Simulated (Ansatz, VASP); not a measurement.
# SiC in VASP and in Ansatz

File POSCAR:

```
SiC
1.0
    3.0760000000      0.0000000000      0.0000000000
   -1.5380000000      2.6638940000      0.0000000000
    0.0000000000      0.0000000000      5.0480000000
Si C
2 2
Direct
    0.3333333333      0.6666666667      0.0000000000
    0.6666666667      0.3333333333      0.5000000000
    0.3333333333      0.6666666667      0.3850000000
    0.6666666667      0.3333333333      0.8850000000
```

INCAR.step1

```
SYSTEM = SiC
PREC = Accurate ; ENCUT = 600
ISMEAR = 0 ; SIGMA = 0.01
LREAL = .FALSE. ; LASPH = .TRUE.
NELM = 80 ; GGA = PE
ALGO = Normal ; EDIFF = 1E-4
LWAVE = .TRUE. ; LCHARG = .FALSE.
```

The input INCAR.step2:

```
SYSTEM = SiC
PREC = Accurate ; ENCUT = 600
EDIFF = 1E-6 ; ISMEAR = 0
SIGMA = 0.01 ; LREAL = .FALSE.
LASPH = .TRUE. ; NELM = 80
ALGO = Normal ; ISIF = 3
LWAVE = .FALSE. ; LCHARG = .FALSE.
METAGGA = R2SCAN ; LMIXTAU = .TRUE.
LUSE_VDW = .TRUE. ; IVDW_NL = 2
BPARAM = 11.95 ; CPARAM = 0.0093
IBRION = 2 ; NSW = 80
EDIFFG = -0.02 ; ISTART = 1
```

Contents of KPOINTS:

```
Automatic mesh
0
G
  6 6 4
  0 0 0
```

Input for Ansatz:

```yaml
crystal:
  lattice:
    - [3.076, 0.0, 0.0]
    - [-1.538, 2.663894, 0.0]
    - [0.0, 0.0, 5.048]
  atoms:
    - { symbol: Si, position: [0.3333333333333333, 0.6666666666666666, 0.0] }
    - { symbol: Si, position: [0.6666666666666666, 0.3333333333333333, 0.5] }
    - { symbol: C, position: [0.3333333333333333, 0.6666666666666666, 0.385] }
    - { symbol: C, position: [0.6666666666666666, 0.3333333333333333, 0.885] }
kpoints:
  mp_grid:
    grid: [6, 6, 4]
hamiltonian:
  xc: r2scan
  dispersion: rvv10
scf:
  occupations:
    method: fixed
relax:
  f_tol: 0.02
  cell: {}
```

Alike in both runs: task relaxation of cell and atoms; functional r2SCAN; dispersion rVV10; k mesh 6 × 6 × 4; no spin polarisation.

|  | VASP | Ansatz |
| --- | --- | --- |
| version | VASP 6.6.1 | Ansatz 0.2.0 |
| potentials or method | VASP PAW PBE potentials, release 64 (Si, C) | plane waves, PAW |
| plane-wave cutoff (eV) | 600 | 500 |
| occupations | gaussian, width 0.01 eV | fixed |
| valence electrons in the cell | 16 | 16 |

```csv
,VASP,Ansatz,Ansatz less VASP
relaxed volume (Å³/atom),10.29,10.31,+0.021
relaxed cell length with the largest relative difference (Å),5.039,5.043,+0.0035
```

VASP's potentials were made for PBE, not for r2SCAN.
